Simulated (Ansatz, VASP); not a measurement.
Nb2Si: VASP beside Ansatz

```
Nb Si
1.0
     0.00000    3.78843    3.78843
     3.78843    0.00000    3.78843
     3.78843    3.78843    0.00000
Nb Si
4 2
Cartesian
  4.7355 4.7355 4.7355
  4.7355 2.8413 2.8413
  2.8413 2.8413 4.7355
  2.8413 4.7355 2.8413
  0.0000 0.0000 0.0000
  1.8942 1.8942 1.8942
```

Alike in both runs: functional PBE; k mesh 4 × 4 × 4; occupations gaussian, width 0.1 eV; no spin polarisation.

Ansatz relaxed the structure, and its values are those at the end. VASP's run is a single point on that final structure, the one shown.

|  | VASP | Ansatz |
| --- | --- | --- |
| version | VASP 6.6.1 | Ansatz 0.2.0 |
| potentials or method | VASP PAW PBE potentials, release 64 (Nb_sv, Si), cutoff 520 eV | scalar-relativistic, plane waves, PAW |
| valence electrons in the cell | 60 | 60 |

|  | VASP | Ansatz | Ansatz less VASP |
| --- | --- | --- | --- |
| gap on the k mesh at the Fermi level (eV) | 0.04 | 0.04 | -0.001 |
| least direct gap on the mesh (eV) | 0.10 | 0.10 | -0.001 |
| pressure (GPa) | -0.1 | 0.1 | +0.24 |
